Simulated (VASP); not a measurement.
**Os2Ru: single point with PBE**

Crystal: Os2Ru.

```xyz
6
Lattice="0.0000 3.5821 3.5821 3.5821 0.0000 3.5821 3.5821 3.5821 0.0000" Properties=species:S:1:pos:R:3 pbc="T T T"
Ru    0.0000    0.0000    0.0000
Ru    1.7910    1.7910    1.7910
Os    4.4776    4.4776    4.4776
Os    4.4776    2.6866    2.6866
Os    2.6866    2.6866    4.4776
Os    2.6866    4.4776    2.6866
```

* Program: VASP 6.6.1
* Task: single point
* Functional: PBE
* Potentials or basis: VASP PAW PBE potentials, release 64 (Ru_pv, Os)
* Cutoff: 520 eV
* k mesh: 4 × 4 × 4
* Occupations: gaussian, width 0.1 eV
* Spin: no spin polarisation
* Dipole correction: no
* Further INCAR settings: ALGO = Normal; EDIFF = 1e-07; NBANDS = 39

```
Pressure               : -0.1 GPa
Band gap on the k mesh : zero (band 30 reaches 10.06 eV, above the bottom of band 31 at 9.05 eV)
```

Levels at points of the mesh, in eV from the Fermi level:
| k point | band 26 | band 27 | band 28 | band 29 | band 30 | band 31 | band 32 | band 33 | band 34 | band 35 |
| --- | --- | --- | --- | --- | --- | --- | --- | --- | --- | --- |
| (0.00, 0.00, 0.00) | -1.51 | -0.09 | -0.09 | -0.09 | 0.74 | 0.74 | 0.74 | 1.46 | 1.46 | 1.54 |
| (0.50, 0.00, 0.00) | -1.48 | -0.98 | -0.90 | -0.90 | -0.29 | -0.27 | 0.28 | 0.28 | 0.78 | 0.78 |
| (0.50, 0.50, 0.00) | -1.41 | -0.75 | -0.75 | -0.64 | -0.64 | 0.06 | 0.06 | 0.12 | 0.12 | 0.49 |

Wall time 44 s on 1 thread of Intel(R) Xeon(R) Platinum 8259CL CPU @ 2.50GHz (Skylake/Cascade Lake) (shared host), peak memory 0.24 GiB.

Caveat: the k points lie up to 0.38 Å⁻¹ apart; spin-orbit coupling is left out, which moves the levels of the heavy elements.
